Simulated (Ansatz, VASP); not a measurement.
One calculation of CdTe, two programs

Contents of INCAR:

```
ALGO = Normal ; EDIFF = 1E-6
ENCUT = 520 ; GGA = PS
ISIF = 2 ; ISMEAR = 0
LASPH = T ; LCHARG = F
LREAL = F ; LWAVE = F
NBANDS = 46 ; NELM = 100
PREC = Accurate ; SIGMA = 0.02
```

Contents of KPOINTS:

```
k-points
0
Gamma
  4 4 6
```

The input POSCAR:

```
CdTe
1.0
    8.0747391000      0.0000000000      0.0000000000
    0.0000000000      8.0747391000      0.0000000000
    0.0000000000      0.0000000000      4.6932331000
Cd Te
4 4
Direct
    0.6757380000      0.6757380000      0.0000000000
    0.1757380000      0.8242620000      0.5000000000
    0.8242620000      0.1757380000      0.5000000000
    0.3242620000      0.3242620000      0.0000000000
    0.8166230000      0.8166230000      0.5000000000
    0.1833770000      0.1833770000      0.5000000000
    0.6833770000      0.3166230000      0.0000000000
    0.3166230000      0.6833770000      0.0000000000
```

Input for Ansatz:

```yaml
crystal:
  lattice:
    - [8.0747391, 0.0, 0.0]
    - [0.0, 8.0747391, 0.0]
    - [0.0, 0.0, 4.6932331]
  atoms:
    - { symbol: Cd, position: [0.675738, 0.675738, 0.0] }
    - { symbol: Cd, position: [0.175738, 0.824262, 0.5] }
    - { symbol: Cd, position: [0.824262, 0.175738, 0.5] }
    - { symbol: Cd, position: [0.324262, 0.324262, 0.0] }
    - { symbol: Te, position: [0.816623, 0.816623, 0.5] }
    - { symbol: Te, position: [0.183377, 0.183377, 0.5] }
    - { symbol: Te, position: [0.683377, 0.316623, 0.0] }
    - { symbol: Te, position: [0.316623, 0.683377, 0.0] }
basis:
  ecutwfc: 420
kpoints:
  mp_grid: { grid: [4, 4, 6] }
  band_path:
    path:
      - [[0.0, 0.0, 0.0], [0.0, 0.5, 0.0], [0.5, 0.5, 0.0], [0.0, 0.0, 0.0], [0.0, 0.0, 0.5], [0.0, 0.5, 0.5], [0.5, 0.5, 0.5], [0.0, 0.0, 0.5]]
      - [[0.0, 0.5, 0.0], [0.0, 0.5, 0.5]]
      - [[0.5, 0.5, 0.0], [0.5, 0.5, 0.5]]
    npoints: 14
hamiltonian:
  xc: pbesol
scf:
  occupations: { method: gaussian, width: 0.02 }
  n_extra_bands: 20
output:
  forces: true
  stress: true
  eigenvalues: true
  populations: true
  dos: { projected: true, de: 0.02, nscf_kmesh: { grid: [6, 6, 9] } }
  bader: true
  write_density: true
  write_potential: true
  elf: true
  volumetric_format: npy
```

Alike in both runs: task single point; functional PBEsol; k mesh 4 × 4 × 6; occupations gaussian, width 0.02 eV; no spin polarisation.

```csv
,VASP,Ansatz
version,VASP 6.6.1,Ansatz 0.2.0
potentials or method,"VASP PAW PBE potentials, release 64 (Cd, Te), cutoff 520 eV","scalar-relativistic, plane waves, PAW"
valence electrons in the cell,72,144
```

```tsv
	VASP	Ansatz	Ansatz less VASP
gap on the k mesh at the Fermi level (eV)	0.61	0.61	+0.001
least direct gap on the mesh (eV)	0.61	0.61	+0.001
pressure (GPa)	-1.9	-2.0	-0.11
traceless stress, the component that is largest in VASP (GPa)	-0.09	-0.10	-0.007
rms of the force components (eV/Å)	0.019	0.020	+0.0015
```

VASP's potentials were made for PBE, not for PBEsol. Atom by atom the forces differ by 0.002 eV/Å (rms over components). The functional is the same, so the differences come from potentials, cutoffs and numerics. VASP's potentials hold 72 valence electrons a cell and Ansatz's 144, so a difference there can come from the potentials and not from the codes.

Spin-orbit coupling is off throughout.
